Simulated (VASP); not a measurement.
# HW4C4 in VASP: notebook

Runs on HW4C4. Level: PBE. Tasks: single point.

All numbers are computed with VASP 6.6.1; they aren't measurements. Logs are shortened: lines on timing, memory, paths and dates and some standing lists are left out, and cuts for length are marked.

## (1) The cell of the first run

The cell holds a slab with vacuum, 18 atoms: a = 5.787 Å, b = 5.787 Å, c = 17.247 Å, α = 90.00°, β = 90.00°, γ = 120.00°.

## (2) Single point, PBE

File INCAR:

```
SYSTEM = HW4C4
ALGO = Normal
EDIFF = 1E-7
ENCUT = 520
GGA = PE
ISIF = 2
ISMEAR = -1
LASPH = .True.
LCHARG = .True.
LELF = .True.
LREAL = Auto
LVHAR = .True.
LWAVE = .False.
NBANDS = 88
NELM = 80
PREC = Accurate
SIGMA = 0.05
```

File KPOINTS:

```
k-points
0
Gamma
  4 4 1
  0 0 0
```

File POSCAR:

```
HW4C4
1.0
    5.7868000000      0.0000000000      0.0000000000
   -2.8934000000      5.0115160000      0.0000000000
    0.0000000000      0.0000000000     17.2472500000
W C H
8 8 2
Direct
    0.0000000000      0.0000000000      0.0579802577
   -0.0183078085     -0.0029334437      0.2241570105
    0.0000000000      0.5000000000      0.0579802577
   -0.0148648867      0.4993121842      0.2224112250
    0.5000000000      0.0000000000      0.0579802577
    0.4882820953      0.0000279357      0.2245877459
    0.5000000000      0.5000000000      0.0579802577
    0.4879808221      0.4993884086      0.2246877618
    0.3297100955      0.1672635586      0.1345238226
    0.3037556612      0.1593022950      0.2885798026
    0.3316632618      0.6680389726      0.1337347693
    0.3038677427      0.6590045806      0.2880856368
    0.8274673481      0.1671272725      0.1350408326
    0.8187965487      0.1739952541      0.2964711476
    0.8276417596      0.6673679182      0.1350870429
    0.8186086059      0.6639290386      0.2969324965
    0.7857328453      0.1966861924      0.3575504501
    0.7773945286      0.6261967437      0.3587778341
```

Potentials or basis: VASP PAW PBE potentials, release 64 (W_sv, C, H).

On the command line:

```console
$ cat potpaw_PBE.64/W_sv/POTCAR potpaw_PBE.64/C/POTCAR potpaw_PBE.64/H/POTCAR > POTCAR
$ mpirun -np 1 vasp_std > vasp.out
```

OUTCAR:

```text
SYSTEM = HW4C4
   EDIFF = 1E-7
   ENCUT = 520
   GGA = PE
   ISIF = 2
   ISMEAR = -1
   LASPH = .True.
   LREAL = Auto
   NELM = 80
   PREC = Accurate

 ion  position               nearest neighbor table
   1  0.000  0.000  0.058-   9 2.12  15 2.13  13 2.16   2 2.87   5 2.89   5 2.89   3 2.89   3 2.89
                             7 2.89   7 2.89
   2  0.982  0.997  0.224-  10 1.96  16 2.09  14 2.11  13 2.24  15 2.26   9 2.33   6 2.86   1 2.87
                             8 2.87   4 2.89   4 2.90   8 2.92   6 2.92
   3  0.000  0.500  0.058-  11 2.11  13 2.13  15 2.16   4 2.84   7 2.89   7 2.89   5 2.89   1 2.89
                             1 2.89   5 2.89
   4  0.985  0.499  0.222-  12 1.96  14 2.07  16 2.10  15 2.22  13 2.25  11 2.31   3 2.84   8 2.88
                             6 2.88   2 2.89   2 2.90   6 2.90   8 2.91
   5  0.500  0.000  0.058-  13 2.11  11 2.12   9 2.15   6 2.87   1 2.89   1 2.89   3 2.89   7 2.89
                             7 2.89   3 2.89
   6  0.488  0.000  0.225-  12 2.03  10 2.05  14 2.07   9 2.25  11 2.29  13 2.30   2 2.86   5 2.87
                             4 2.88   8 2.89   8 2.90   4 2.90   2 2.92
   7  0.500  0.500  0.058-  15 2.11   9 2.13  11 2.13   8 2.88   3 2.89   3 2.89   5 2.89   5 2.89
                             1 2.89   1 2.89
   8  0.488  0.499  0.225-  10 2.03  12 2.04  16 2.07  11 2.26   9 2.28  15 2.30   2 2.87   7 2.88
                             4 2.88   6 2.89   6 2.90   4 2.91   2 2.92
   9  0.330  0.167  0.135-   1 2.12   7 2.13   5 2.15   6 2.25   8 2.28   2 2.33
  10  0.304  0.159  0.289-   2 1.96   8 2.03   6 2.05
  11  0.332  0.668  0.134-   3 2.11   5 2.12   7 2.13   8 2.26   6 2.29   4 2.31
  12  0.304  0.659  0.288-   4 1.96   6 2.03   8 2.04
  13  0.827  0.167  0.135-   5 2.11   3 2.13   1 2.16   2 2.24   4 2.25   6 2.30
  14  0.819  0.174  0.296-  17 1.09   6 2.07   4 2.07   2 2.11
  15  0.828  0.667  0.135-   7 2.11   1 2.13   3 2.16   4 2.22   2 2.26   8 2.30
  16  0.819  0.664  0.297-  18 1.09   8 2.07   2 2.09   4 2.10
  17  0.786  0.197  0.358-  14 1.09
  18  0.777  0.626  0.359-  16 1.09

  LATTYP: Found a hexagonal cell.
 ALAT       =     5.7868000000
 C/A-ratio  =     2.9804468791

  Lattice vectors:

 A1 = (   5.7868000000,   0.0000000000,   0.0000000000)
 A2 = (  -2.8934000000,   5.0115160000,   0.0000000000)
 A3 = (   0.0000000000,   0.0000000000,  17.2472500000)

Analysis of symmetry for initial positions (statically):
=====================================================================
 Subroutine PRICEL returns:
 Original cell was already a primitive cell.

 Routine SETGRP: Setting up the symmetry group for a
 hexagonal supercell.

 Subroutine GETGRP returns: Found  1 space group operations
 (whereof  1 operations were pure point group operations)
 out of a pool of 24 trial point group operations.

The static configuration has the point symmetry C_1 .

[... 140 lines left out ...]
   NELECT =     146.0000    total number of electrons
   NUPDOWN=      -1.0000    fix difference up-down
   EMIN   =  10.00;   EMAX   =-10.00  energy-range for DOS
   EFERMI =   0.00;   METHOD = LEGACY
   ISMEAR =    -1;   SIGMA  =   0.05  broadening in eV -4-tet -1-fermi 0-gaus
   EFERMI_NEDOS =   21; number of points for ismear=-14 and -15
   IALGO  =     38    algorithm
   IMIX   =      4    mixing-type and parameters
     AMIX     =   0.40;   BMIX     =  1.00
     AMIX_MAG =   1.60;   BMIX_MAG =  1.00
  volume/ion in A,a.u.               =      27.79       187.52
  Fermi-wavevector in a.u.,A,eV,Ry     =   1.085967  2.052180 16.045682  1.179324
  Thomas-Fermi vector in A             =   2.222093
   LORBIT       =      0    0 simple, 1 ext, 2 COOP (PROOUT), +10 PAW based schemes
   GGA     = PE    functional components
   LHFCALC =     F    Hartree Fock is set to
   AEXX    =    0.0000 exact exchange contribution
   IVDW    =     0    specifies the selected vdW correction
   LEPSILON=     F    determine dielectric tensor
   LRPA    =     F    only Hartree local field effects (RPA)
 non-spin polarized calculation
  energy-cutoff  :      520.00
  volume of cell :      500.18
 maximum number of plane-waves:     13488
 NGX is ok and might be reduce to    48
   NGX = 21   NGY = 21   NGZ = 65

 number of electron     145.9999994 magnetization

 Free energy of the ion-electron system (eV)
  ---------------------------------------------------
  ext. energy  EPLUGINS =         0.00000000
  ---------------------------------------------------
  free energy    TOTEN  =      -171.63547491 eV

  energy without entropy =     -171.56540002  energy(sigma->0) =     -171.60043746

 E-fermi :   0.2002     XC(G=0):  -5.8509

 val. band max:        0.1542706690   @ k =   0.2500  -0.0000   0.0000
 cond. band min:       0.2496584708   @ k =   0.0000   0.2500   0.0000
 fundamental gap:      0.0953878018
 Fermi energy:         0.2002308454

 k-point     1 :       0.0000    0.0000    0.0000
  band No.  band energies     occupation
      1     -73.5803      2.00000
      2     -73.5250      2.00000
      3     -73.5185      2.00000
      4     -73.5178      2.00000
      5     -73.4447      2.00000
      6     -73.4075      2.00000
[... 869 lines left out ...]
     84       2.8529      0.00000
     85       3.4143      0.00000
 [bands above 85 left out]

------------------------ aborting loop because EDIFF is reached ----------------------------------------

  FORCE on cell =-STRESS in cart. coord.  units (eV):
  Direction    XX          YY          ZZ          XY          YZ          ZX
  --------------------------------------------------------------------------------------
  -------------------------------------------------------------------------------------
  Total        9.2055479      8.4429460      0.9810655      2.3720631     -0.3754952      3.8092692
  in kB       29.4871483     27.0443870      3.1425425      7.5981763     -1.2027836     12.2018252
  external PRESSURE =      19.8913592 kB  Pullay stress =       0.0000000 kB

 VOLUME and BASIS-vectors are now :
 -----------------------------------------------------------------------------
  energy-cutoff  :      520.00
  volume of cell :      500.18
      direct lattice vectors                 reciprocal lattice vectors
     5.786800000  0.000000000  0.000000000     0.172807078  0.099770209  0.000000000
    -2.893400000  5.011516000  0.000000000     0.000000000  0.199540419  0.000000000
     0.000000000  0.000000000 17.247250000     0.000000000  0.000000000  0.057980258

 POSITION                                       TOTAL-FORCE (eV/Angst)
 -----------------------------------------------------------------------------------
      0.00000      0.00000      1.00000        -0.272863      0.026238      0.108761
      2.79594      4.99681      3.86609         0.103969      0.100544     -0.134773
     -1.44670      2.50576      1.00000        -0.244531      0.038064     -0.123136
      4.25607      2.50231      3.83598         0.128147      0.047234     -0.217823
      2.89340      0.00000      1.00000        -0.238401      0.058016     -0.099495
      2.82551      0.00014      3.87352        -0.090208     -0.040693     -0.111029
[... 10 lines left out ...]
      3.97779      0.98570      6.16676         0.311341     -0.284190      0.181121
      2.68679      3.13820      6.18793         0.106032      0.253486      0.111415
 -----------------------------------------------------------------------------------
    total drift:                               -0.014504      0.004682      0.008000

  FREE ENERGIE OF THE ION-ELECTRON SYSTEM (eV)
  ---------------------------------------------------
  free  energy   TOTEN  =      -171.6354749069 eV

  energy  without entropy=     -171.5654000167  energy(sigma->0) =     -171.60043746
```

OSZICAR:

```text
N       E                     dE             d eps       ncg     rms          rms(c)
DAV:   1     0.169553118138E+04    0.16955E+04   -0.85134E+04  2080   0.155E+03
DAV:   2    -0.872900389245E+02   -0.17828E+04   -0.17442E+04  2032   0.468E+02
DAV:   3    -0.194948242178E+03   -0.10766E+03   -0.10420E+03  2128   0.113E+02
[... 23 lines left out ...]
DAV:  27    -0.171635468419E+03   -0.72998E-05   -0.26001E-07  1560   0.185E-03    0.484E-04
DAV:  28    -0.171635473104E+03   -0.46853E-05   -0.23733E-07  1552   0.109E-03    0.225E-04
DAV:  29    -0.171635474410E+03   -0.13055E-05   -0.52453E-08  1280   0.674E-04    0.129E-04
DAV:  30    -0.171635474815E+03   -0.40521E-06   -0.27089E-08  1272   0.361E-04    0.852E-05
DAV:  31    -0.171635474907E+03   -0.92157E-07   -0.10652E-08  1216   0.252E-04
   1 F= -.17163547E+03 E0= -.17160044E+03  d E =-.700749E-01
```

stdout:

```text
POSCAR found type information on POSCAR W C H
 POSCAR found :  3 types and      18 ions
 scaLAPACK will be used
 LDA part: xc-table for (Slater+PW92), standard interpolation
 POSCAR, INCAR and KPOINTS ok, starting setup
 FFT: planning ... GRIDC
 FFT: planning ... GRID_SOFT
 FFT: planning ... GRID
 WAVECAR not read
 entering main loop
```

Run time: 28 min. Hardware: 1 thread of Intel Xeon Platinum 8488C (Sapphire Rapids), shared host; peak memory 0.76 GiB.

What came out:

- Free energy: -171.6355 eV
- Largest force: 0.459 eV/Å
- Band gap on the k mesh: zero (bands 73 and 74 overlap by 0.80 eV)

Forces on the atoms (eV/Å):
```
W   -0.273  0.026  0.109
W    0.104  0.101 -0.135
W   -0.245  0.038 -0.123
W    0.128  0.047 -0.218
W   -0.238  0.058 -0.099
W   -0.090 -0.041 -0.111
W   -0.187 -0.014 -0.090
W   -0.041 -0.053 -0.134
C    0.027 -0.018 -0.003
C    0.107  0.018  0.261
C    0.024  0.003  0.035
C    0.137  0.037  0.209
C    0.058 -0.028  0.121
C    0.060 -0.119 -0.062
C    0.015 -0.015  0.091
C   -0.004 -0.009 -0.144
H    0.311 -0.284  0.181
H    0.106  0.253  0.111
```

Caveat: spin-orbit coupling is left out, which moves the levels of the heavy elements.

(Part 1 of 2 ends here.)
